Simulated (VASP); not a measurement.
Input of a VASP 6.6.1 run:

Contents of INCAR:

```
  ALGO = Normal
  DIPOL = 0.5 0.5 0.322
  EDIFF = 1E-6
  ENCUT = 520
  GGA = PE
  IDIPOL = 3
  ISIF = 2
  ISMEAR = 0
  LASPH = T
  LCHARG = F
  LDIPOL = T
  LREAL = F
  LWAVE = F
  NBANDS = 47
  NELM = 100
  PREC = Accurate
  SIGMA = 0.1
```

The input KPOINTS:

```
k-points
0
Gamma
  6 6 1
```

File POSCAR:

```
Ti3H
1.0
    4.6039800811      0.0000000000      0.0000000000
   -2.3019900405      3.9871637087      0.0000000000
    0.0000000000      0.0000000000     22.4969948581
Ti H
6 2
Direct
    0.6666666667      0.3333333333      0.1778015253
    0.3333333333      0.6666666667      0.2195752601
    0.0000000000      0.0000000000      0.2613489950
    0.6666666667      0.3333333333      0.2980583739
    0.3333333333      0.6666666667      0.3304600279
    0.0000000000      0.0000000000      0.3776946615
    0.2173987909      0.7826012091      0.4545938212
    0.4492678757      0.5507321243      0.4545938212
```

Potentials or basis: VASP PAW PBE potentials, release 64 (Ti_sv, H).

Launch:

```console
$ cat potpaw_PBE.64/Ti_sv/POTCAR potpaw_PBE.64/H/POTCAR > POTCAR
$ mpirun -np 1 vasp_std > vasp.out
```

Question: Estimate the largest force.

Answer: 1.600 eV/Å.

Question: Estimate the band gap on the k mesh.

Answer: Zero (band 37 reaches -1.02 eV, above the bottom of band 38 at -1.29 eV).

Forces in eV/Å, atoms in the order of the input:
```
Ti   0.004 -0.002  0.097
Ti  -0.020  0.012  0.266
Ti  -0.014  0.008 -0.548
Ti   0.007 -0.004 -0.357
Ti  -0.072  0.042  1.573
Ti   0.383 -0.221  1.537
H    0.188 -0.108 -1.248
H   -0.474  0.274 -1.321
```
